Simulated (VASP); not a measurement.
# Mn (Fm-3m) in VASP: notebook, part 2 of 2

VASP 6.6.1.

### 4 Single point, PBE, collinear spin, ferromagnetic start

This run uses another cell than the first one, of 14.08 Å³/atom, 1.311 times its volume.

INCAR reads:

```
SYSTEM = Mn
  PREC = Accurate
  ENCUT = 500
  EDIFF = 1E-6
  ISMEAR = 0
  SIGMA = 0.1
  LREAL = .False.
  LASPH = .True.
  NELM = 200
  ALGO = Normal
  ISIF = 2
  LWAVE = .False.
  LCHARG = .False.
  ISPIN = 2
  MAGMOM = 4
  LORBIT = 11
  LMAXMIX = 4
  GGA = PE
  NBANDS = 16
  GGA_COMPAT = .False.
```

KPOINTS reads:

```
regular mesh
0
Gamma
  8 8 8
  0 0 0
```

POSCAR reads:

```
Mn
1.0
    0.0000000000      1.9166499790      1.9166499790
    1.9166499790      0.0000000000      1.9166499790
    1.9166499790      1.9166499790      0.0000000000
Mn
1
Direct
    0.0000000000      0.0000000000      0.0000000000
```

Potentials or basis: VASP PAW PBE potentials, release 64 (Mn_pv).

The run is started by

```sh
> cat potpaw_PBE.64/Mn_pv/POTCAR > POTCAR
> mpirun -np 1 vasp_std > vasp.out
```

OUTCAR:

```text
SYSTEM = Mn
   PREC = Accurate
   ENCUT = 500
   EDIFF = 1E-6
   ISMEAR = 0
   LREAL = .False.
   LASPH = .True.
   NELM = 200
   ISIF = 2
   ISPIN = 2
   LORBIT = 11
   GGA = PE

 ion  position               nearest neighbor table
   1  0.000  0.000  0.000-

  LATTYP: Found a face centered cubic cell.
 ALAT       =     3.8332999580

  Lattice vectors:

 A1 = (   0.0000000000,   1.9166499790,   1.9166499790)
 A2 = (   1.9166499790,   0.0000000000,   1.9166499790)
 A3 = (   1.9166499790,   1.9166499790,   0.0000000000)

Analysis of symmetry for initial positions (statically):
=====================================================================
 Subroutine PRICEL returns:
 Original cell was already a primitive cell.

 Routine SETGRP: Setting up the symmetry group for a
 face centered cubic supercell.

 Subroutine GETGRP returns: Found 48 space group operations
 (whereof 48 operations were pure point group operations)
 out of a pool of 48 trial point group operations.

The static configuration has the point symmetry O_h .

Analysis of symmetry for dynamics (positions and initial velocities):
=====================================================================
 Subroutine PRICEL returns:
 Original cell was already a primitive cell.

 Routine SETGRP: Setting up the symmetry group for a
 face centered cubic supercell.

 Subroutine GETGRP returns: Found 48 space group operations
 (whereof 48 operations were pure point group operations)
 out of a pool of 48 trial point group operations.

The dynamic configuration has the point symmetry O_h .

Analysis of structural, dynamic, and magnetic symmetry:
=====================================================================
 Subroutine PRICEL returns:
 Original cell was already a primitive cell.

 Routine SETGRP: Setting up the symmetry group for a
 face centered cubic supercell.

 Subroutine GETGRP returns: Found 48 space group operations
 (whereof 48 operations were pure point group operations)
 out of a pool of 48 trial point group operations.

The overall configuration has the point symmetry O_h .

 Subroutine INISYM returns: Found 48 space group operations
 (whereof 48 operations are pure point group operations),
 and found     1 'primitive' translations

----------------------------------------------------------------------------------------

                                     Primitive cell

  volume of cell :      14.0818

  direct lattice vectors                    reciprocal lattice vectors
     0.000000000  1.916649979  1.916649979    -0.260871837  0.260871837  0.260871837
     1.916649979  0.000000000  1.916649979     0.260871837 -0.260871837  0.260871837
     1.916649979  1.916649979  0.000000000     0.260871837  0.260871837 -0.260871837

  length of vectors
     2.710552395  2.710552395  2.710552395     0.451843275  0.451843275  0.451843275

  position of ions in fractional coordinates (direct lattice)
     0.000000000  0.000000000  0.000000000

  ion indices of the primitive-cell ions
   primitive index   ion index
                 1           1

----------------------------------------------------------------------------------------

 KPOINTS: regular mesh

Automatic generation of k-mesh.
 Grid dimensions read from file:
 generate k-points for:    8    8    8
[... 47 lines left out ...]
   number of dos      NEDOS =    301   number of ions     NIONS =      1
   total plane-waves  NPLWV =   8000
   dimension x,y,z NGX =    20 NGY =   20 NGZ =   20
   dimension x,y,z NGXF=    40 NGYF=   40 NGZF=   40
   ions per type =               1
   NGX,Y,Z   is equivalent  to a cutoff of  12.27, 12.27, 12.27 a.u.
   NGXF,Y,Z  is equivalent  to a cutoff of  24.53, 24.53, 24.53 a.u.
 SYSTEM =  Mn
   PREC   = accura    normal or accurate (medium, high low for compatibility)
   ISTART =      0    job   : 0-new  1-cont  2-samecut
   ICHARG =      2    charge: 1-file 2-atom 10-const
   ISPIN  =      2    spin polarized calculation?
   LNONCOLLINEAR =      F non collinear calculations
   LSORBIT =      F    spin-orbit coupling
   LASPH  =      T    aspherical Exc in radial PAW
   ENCUT  =  500.0 eV  36.75 Ry    6.06 a.u.   4.94  4.94  4.94*2*pi/ulx,y,z
   NELM   =    200;   NELMIN=  2; NELMDL= -5     # of ELM steps
   EDIFF  = 0.1E-05   stopping-criterion for ELM
   LREAL  =      F    real-space projection
   EDIFFG = 0.1E-04   stopping-criterion for IOM
   NSW    =      0    number of steps for IOM
   IBRION =     -1    ionic relax: 0-MD 1-quasi-New 2-CG
   NFREE  =      0    steps in history (QN), initial steepest desc. (CG)
   ISIF   =      2    stress and relaxation
   ISYM   =      2    0-nonsym 1-usesym 2-fastsym
   POTIM  = 0.5000    time-step for ionic-motion
   TEBEG  =    0.0;   TEEND  =   0.0 temperature during run
   PSTRESS=    0.0 pullay stress
   NELECT =      13.0000    total number of electrons
   NUPDOWN=      -1.0000    fix difference up-down
   EMIN   =  10.00;   EMAX   =-10.00  energy-range for DOS
[... 5 lines left out ...]
     AMIX     =   0.40;   BMIX     =  1.00
     AMIX_MAG =   1.60;   BMIX_MAG =  1.00
  volume/ion in A,a.u.               =      14.08        95.03
  Fermi-wavevector in a.u.,A,eV,Ry     =   1.594054  3.012326 34.572533  2.541009
  Thomas-Fermi vector in A             =   2.692189
   LORBIT       =     11    0 simple, 1 ext, 2 COOP (PROOUT), +10 PAW based schemes
   GGA     = PE    functional components
   LHFCALC =     F    Hartree Fock is set to
   AEXX    =    0.0000 exact exchange contribution
   IVDW    =     0    specifies the selected vdW correction
   LEPSILON=     F    determine dielectric tensor
   LRPA    =     F    only Hartree local field effects (RPA)
 spin polarized calculation
 Gauss-broadening in eV      SIGMA  =   0.10
  energy-cutoff  :      500.00
  volume of cell :       14.08
 maximum number of plane-waves:       368
   NGX =  9   NGY =  9   NGZ =  9

 number of electron      13.0000016 magnetization       2.1740651

 Free energy of the ion-electron system (eV)
  ---------------------------------------------------
  ext. energy  EPLUGINS =         0.00000000
  ---------------------------------------------------
  free energy    TOTEN  =        -8.44982441 eV

  energy without entropy =       -8.43823675  energy(sigma->0) =       -8.44403058

 E-fermi :   7.3297     XC(G=0): -12.4171

 val. band max:        7.3250439078   @ k =   0.3750   0.1250   0.0000
 cond. band min:       7.3468913698   @ k =   0.3750   0.2500   0.0000
 fundamental gap:      0.0218474620
 Fermi energy:         7.3296872781

 spin component 1

 k-point     1 :       0.0000    0.0000    0.0000
  band No.  band energies     occupation
      1     -41.4228      1.00000
      2     -41.4228      1.00000
      3     -41.4228      1.00000
      4      -0.1109      1.00000
      5       5.7508      1.00000
      6       5.7508      1.00000
[... 435 lines left out ...]
      5       4.7198      1.00000
      6       5.6252      1.00000
[... 8 lines left out ...]
     15      37.3451      0.00000
     16      38.4203      0.00000

 [... further k-points ...]

 spin component 2

 k-point     1 :       0.0000    0.0000    0.0000
  band No.  band energies     occupation
      1     -39.0659      1.00000
      2     -39.0659      1.00000
      3     -39.0659      1.00000
      4       0.2206      1.00000
      5       7.4960      0.00934
      6       7.4960      0.00934
[... 435 lines left out ...]
      5       6.3750      1.00000
      6       7.0662      0.99990
[... 8 lines left out ...]
     15      38.7905      0.00000
     16      40.6123      0.00000

 [... further k-points ...]

------------------------ aborting loop because EDIFF is reached ----------------------------------------

  FORCE on cell =-STRESS in cart. coord.  units (eV):
  Direction    XX          YY          ZZ          XY          YZ          ZX
  --------------------------------------------------------------------------------------
  -------------------------------------------------------------------------------------
  Total       -1.9419663     -1.9419663     -1.9419663      0.0000000     -0.0000000      0.0000000
  in kB     -220.9499236   -220.9499236   -220.9499236      0.0000000     -0.0000000      0.0000000
  external PRESSURE =    -220.9499236 kB  Pullay stress =       0.0000000 kB

 VOLUME and BASIS-vectors are now :
 -----------------------------------------------------------------------------
  energy-cutoff  :      500.00
  volume of cell :       14.08
      direct lattice vectors                 reciprocal lattice vectors
     0.000000000  1.916649979  1.916649979    -0.260871837  0.260871837  0.260871837
     1.916649979  0.000000000  1.916649979     0.260871837 -0.260871837  0.260871837
     1.916649979  1.916649979  0.000000000     0.260871837  0.260871837 -0.260871837

 POSITION                                       TOTAL-FORCE (eV/Angst)
 -----------------------------------------------------------------------------------
      0.00000      0.00000      0.00000         0.000000      0.000000      0.000000
 -----------------------------------------------------------------------------------
    total drift:                                0.000000     -0.000000      0.000000

  FREE ENERGIE OF THE ION-ELECTRON SYSTEM (eV)
  ---------------------------------------------------
  free  energy   TOTEN  =        -8.4498244141 eV

  energy  without entropy=       -8.4382367497  energy(sigma->0) =       -8.44403058

 total charge

# of ion       s       p       d       tot
------------------------------------------
    1        0.338   6.258   4.977  11.573

 magnetization (x)

# of ion       s       p       d       tot
------------------------------------------
    1       -0.007  -0.012   2.176   2.156
```

OSZICAR:

```text
N       E                     dE             d eps       ncg     rms          rms(c)
DAV:   1     0.873218083786E+02    0.87322E+02   -0.72305E+03  1864   0.979E+02
DAV:   2    -0.709756658366E+01   -0.94419E+02   -0.89356E+02  2096   0.261E+02
DAV:   3    -0.913425829016E+01   -0.20367E+01   -0.20325E+01  2184   0.414E+01
DAV:   4    -0.914472588259E+01   -0.10468E-01   -0.10467E-01  2256   0.294E+00
DAV:   5    -0.914483241394E+01   -0.10653E-03   -0.10653E-03  2256   0.281E-01    0.124E+01
DAV:   6    -0.842551516478E+01    0.71932E+00   -0.22755E+00  2264   0.268E+01    0.425E+00
DAV:   7    -0.844946054216E+01   -0.23945E-01   -0.18455E-01  2232   0.537E+00    0.239E+00
DAV:   8    -0.845373655882E+01   -0.42760E-02   -0.57009E-03  2184   0.897E-01    0.673E-01
DAV:   9    -0.844967950233E+01    0.40571E-02   -0.17399E-03  2456   0.557E-01    0.181E-01
DAV:  10    -0.844978315014E+01   -0.10365E-03   -0.62024E-04  2096   0.304E-01    0.593E-02
DAV:  11    -0.844982041926E+01   -0.37269E-04   -0.31846E-05  2216   0.567E-02    0.265E-02
DAV:  12    -0.844982398074E+01   -0.35615E-05   -0.25172E-06  2288   0.173E-02    0.165E-02
DAV:  13    -0.844982441411E+01   -0.43337E-06   -0.44565E-07  1600   0.935E-03
   1 F= -.84498244E+01 E0= -.84440306E+01  d E =-.115877E-01  mag=     2.1764
```

stdout:

```text
POSCAR found type information on POSCAR Mn
 POSCAR found :  1 types and       1 ions
 scaLAPACK will be used
 LDA part: xc-table for (Slater+PW92), standard interpolation
 POSCAR, INCAR and KPOINTS ok, starting setup
 FFT: planning ... GRIDC
 FFT: planning ... GRID_SOFT
 FFT: planning ... GRID
 WAVECAR not read
 entering main loop
```

It took 5.9 s on 1 thread of Intel Xeon 6975P-C (Granite Rapids), shared host; peak memory 0.13 GiB.

What came out:

* Free energy: -8.4498 eV
* Pressure: -22.1 GPa
* Net moment: 2.17 μB per cell
* Site moments: Mn +2.16 μB
* Valence electrons inside the program's atomic spheres: Mn 11.57

### 5 Relaxation of cell and atoms, PBE, collinear spin, ferromagnetic start

This run uses another cell than the first one, of 14.08 Å³/atom, 1.311 times its volume.

INCAR reads:

```
SYSTEM = Mn
PREC     = Accurate       ! precision mode
ENCUT    = 500            ! plane-wave cutoff, eV
EDIFF    = 1E-7           ! SCF threshold, eV
ISMEAR   = 0              ! smearing method
SIGMA    = 0.1            ! smearing width, eV
LREAL    = .FALSE.        ! projectors in reciprocal space
LASPH    = .TRUE.         ! aspherical terms in the spheres
NELM     = 200            ! most SCF steps
ALGO     = Normal         ! electronic algorithm
ISIF     = 3              ! what is computed and relaxed
LWAVE    = .FALSE.        ! write WAVECAR
LCHARG   = .FALSE.        ! write CHGCAR
ISPIN    = 2              ! spin polarisation
MAGMOM   = 1.93           ! initial moments
LORBIT   = 11             ! projections on sites
LMAXMIX  = 4              ! l up to which the mixer works
GGA      = PE             ! functional
IBRION   = 2              ! ionic algorithm
NSW      = 80             ! ionic steps
EDIFFG   = -0.05          ! ionic threshold
GGA_COMPAT= .FALSE.      
NELMIN   = 4
```

KPOINTS reads:

```
regular mesh
0
G
  8 8 8
  0 0 0
```

POSCAR is that of step 4.

The run is started by

```sh
> cat potpaw_PBE.64/Mn_pv/POTCAR > POTCAR
> mpirun -np 1 vasp_std > vasp.out
```

Run time: 24 s. Hardware: 1 thread of Intel Xeon 6975P-C (Granite Rapids), shared host; peak memory 0.14 GiB.

Results (log left out):

```yaml
Free_energy: -8.9195 eV
Relaxed_volume: 10.74 Å³/atom
Relaxed_cell: a = 2.476 Å, b = 2.476 Å, c = 2.476 Å, α = 60.00°, β = 60.00°, γ = 60.00°
Space_group_after_relaxing_to_0.05_Å: Fm-3m (No. 225)
Energy_gained_by_relaxing: 469.7 meV/atom
Ionic_steps: 5
Pressure_after_relaxing: -0.2 GPa
Net_moment: 0.00 μB per cell
Valence_electrons_inside_the_program's_atomic_spheres: Mn 11.98
```

The path:
```csv
step,energy change (eV),largest force (eV/Å),pressure (GPa),volume (Å³)
1,0.0000,0.0000,-22.24,14.08
2,-0.4637,0.0000,7.47,10.46
3,-0.4695,0.0000,1.41,10.67
4,-0.4691,0.0000,-2.28,10.82
5,-0.4697,0.0000,-0.23,10.74
```

Final structure:
```yaml
crystal:
  lattice:
    - [0.00000, 1.75097, 1.75097]
    - [1.75097, 0.00000, 1.75097]
    - [1.75097, 1.75097, 0.00000]
  atoms:
    - { symbol: Mn, position: [0.00000, 0.00000, 0.00000] }
```

Levels at points of the mesh, in eV from the Fermi level:
Spin up:
```
           k point  band 5  band 6  band 7  band 8  band 9  band 10
(0.00, 0.00, 0.00)   -1.20   -1.20   -1.20    0.49    0.49    21.33
(0.50, 0.00, 0.00)   -1.32   -1.32    0.43    1.66    1.66     8.99
(0.50, 0.50, 0.00)   -3.98    1.62    1.97    1.97    3.47    12.23
```
Spin down:
| k point | band 4 | band 5 | band 6 | band 7 | band 8 | band 9 | band 10 | band 11 |
| --- | --- | --- | --- | --- | --- | --- | --- | --- |
| (0.00, 0.00, 0.00) | -8.38 | -1.20 | -1.20 | -1.20 | 0.49 | 0.49 | 21.33 | 27.16 |
| (0.50, 0.00, 0.00) | -4.60 | -1.32 | -1.32 | 0.43 | 1.66 | 1.66 | 8.99 | 20.16 |
| (0.50, 0.50, 0.00) | -4.79 | -3.98 | 1.62 | 1.97 | 1.97 | 3.47 | 12.23 | 15.85 |

Caveat: the starting moments collapsed, and a magnetic state may lie lower; the volume moved by over 15 % at a fixed basis, so the end points are rough.
